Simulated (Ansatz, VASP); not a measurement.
# Two plane-wave programs on As

POSCAR

```
As
1.0
    1.7950784285      1.0363890139      5.0542643309
   -1.7950784285      1.0363890139      5.0542643309
    0.0000000000     -2.0727780278      5.0542643309
As
2
Direct
    0.7883402482      0.7883402482      0.7883402482
    0.2116597518      0.2116597518      0.2116597518
```

Contents of INCAR.step1:

```
SYSTEM = As
  PREC = Accurate
  ENCUT = 520
  ISMEAR = 0
  SIGMA = 0.03
  LREAL = .FALSE.
  LASPH = .TRUE.
  NELM = 80
  NBANDS = 12
  GGA = PE
  ALGO = Normal
  EDIFF = 1E-4
  LWAVE = .TRUE.
  LCHARG = .FALSE.
```

Contents of INCAR.step2:

```
SYSTEM = As
  PREC = Accurate
  ENCUT = 520
  EDIFF = 1E-7
  ISMEAR = 0
  SIGMA = 0.03
  LREAL = .FALSE.
  LASPH = .TRUE.
  NELM = 80
  ALGO = Normal
  ISIF = 2
  LWAVE = .FALSE.
  LCHARG = .FALSE.
  METAGGA = R2SCAN
  LMIXTAU = .TRUE.
  NBANDS = 12
  ISTART = 1
```

File KPOINTS:

```
Automatic mesh
0
G
  10 10 10
  0 0 0
```

Input for Ansatz:

```yaml
crystal:
  lattice:
    - [1.7950784285, 1.0363890139, 5.0542643309]
    - [-1.7950784285, 1.0363890139, 5.0542643309]
    - [0.0, -2.0727780278, 5.0542643309]
  atoms:
    - { symbol: As, position: [0.7883402482, 0.7883402482, 0.7883402482] }
    - { symbol: As, position: [0.2116597518, 0.2116597518, 0.2116597518] }
hamiltonian:
  xc: r2scan
  pseudopotentials:
    kind: paw
    azcp:
      As: "pseudopotentials/As.paw.azcp"
basis:
  ecutwfc: 500
  fft_grid_basis: typed
kpoints:
  mp_grid: { grid: [10, 10, 10], shift: [0, 0, 0] }
magnetization:
  spin_polarized: false
scf:
  occupations: { method: gaussian, width: 0.03 }
  lower_state_search: "off"
output:
  stress: true
```

Alike in both runs: task single point; functional r2SCAN; k mesh 10 × 10 × 10; occupations gaussian, width 0.03 eV; no spin polarisation.

```csv
,VASP,Ansatz
version,VASP 6.6.1,Ansatz 0.2.0
potentials or method,"VASP PAW PBE potentials, release 64 (As), cutoff 520 eV","plane waves (500 eV) with PAW, scalar-relativistic"
valence electrons in the cell,10,30
```

```csv
,VASP,Ansatz,Ansatz less VASP
pressure (GPa),0.1,0.0,-0.13
"traceless stress, the component that is largest in VASP (GPa)",0.14,0.04,-0.096
```

VASP's potentials were made for PBE, not for r2SCAN. VASP's potentials hold 10 valence electrons a cell and Ansatz's 30, so a difference there can come from the potentials and not from the codes.
